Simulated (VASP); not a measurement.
ScAl: vibrations by perturbation theory with LDA

The system is ScAl.

```
CELL_PARAMETERS angstrom
3.25267 0.00000 0.00000
0.00000 3.25267 0.00000
0.00000 0.00000 3.25267
ATOMIC_POSITIONS crystal
Sc 0.50000 0.50000 0.50000
Al 0.00000 0.00000 0.00000
```

```yaml
Program: VASP 6.6.1
Task: vibrations by perturbation theory
Functional: LDA
Potentials_or_basis: VASP PAW LDA potentials, release 64 (Sc_sv, Al)
Cutoff: 520 eV
k_mesh: 14 × 14 × 14
Occupations: fermi-dirac, width 0.15 eV
Spin: no spin polarisation
Dipole_correction: no
Further_INCAR_settings: ALGO = Fast; EDIFF = 1e-08; IBRION = 8; NSW = 1
```

- Highest phonon frequency at Γ, LO-TO splitting left out: 321 cm⁻¹

Phonon frequencies in cm⁻¹ (negative: imaginary):
| q point | frequencies |
| --- | --- |
| (0.000, 0.000, 0.000) | 0 0 0 321 321 321 |

Wall time 6 min on 1 thread of AMD EPYC 7R43 64-Core Processor (Zen 3), on a shared host, peak memory 0.3 GiB.

Caveat: the cell wasn't relaxed at this level first, which shifts response properties.
